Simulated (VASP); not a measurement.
NaCl:

```
Na Cl
1.0
     0.00000    2.81000    2.81000
     2.81000    0.00000    2.81000
     2.81000    2.81000    0.00000
Na Cl
1 1
Direct
  0.00000 0.00000 0.00000
  0.50000 0.50000 0.50000
```

| Item | Value |
| --- | --- |
| Program | VASP 6.6.1 |
| Task | relaxation of cell and atoms |
| Functional | RPBE |
| Potentials or basis | VASP PAW PBE potentials, release 64 (Na_pv, Cl) |
| Cutoff | 600 eV |
| k mesh | 5 × 5 × 5 |
| Occupations | gaussian, width 0.01 eV |
| Spin | no spin polarisation |

At the start: pressure 3.0 GPa; volume 22.19 Å³/atom.

Q: How do energy, volume and symmetry change on relaxing?

A: Over 3 steps the energy falls by 23.0 meV/atom and the volume is 24.96 Å³/atom (+12.5 %); space group Fm-3m (No. 225, to 0.05 Å).

The path:
| step | energy change (eV) | largest force (eV/Å) | pressure (GPa) | volume (Å³) |
| --- | --- | --- | --- | --- |
| 1 | 0.0000 | 0.0000 | 2.99 | 44.38 |
| 2 | -0.0355 | 0.0000 | 1.41 | 47.09 |
| 3 | -0.0459 | 0.0000 | 0.08 | 49.91 |

Final structure:
```
Na Cl
1.0
     0.00000    2.92231    2.92231
     2.92231    0.00000    2.92231
     2.92231    2.92231    0.00000
Na Cl
1 1
Direct
  0.00000 0.00000 0.00000
  0.50000 0.50000 0.50000
```

Caveat: the PAW data sets were made with another functional, which shifts forces and pressure a little; the volume moved by +12 % from the deposited cell, more than functionals usually miss.
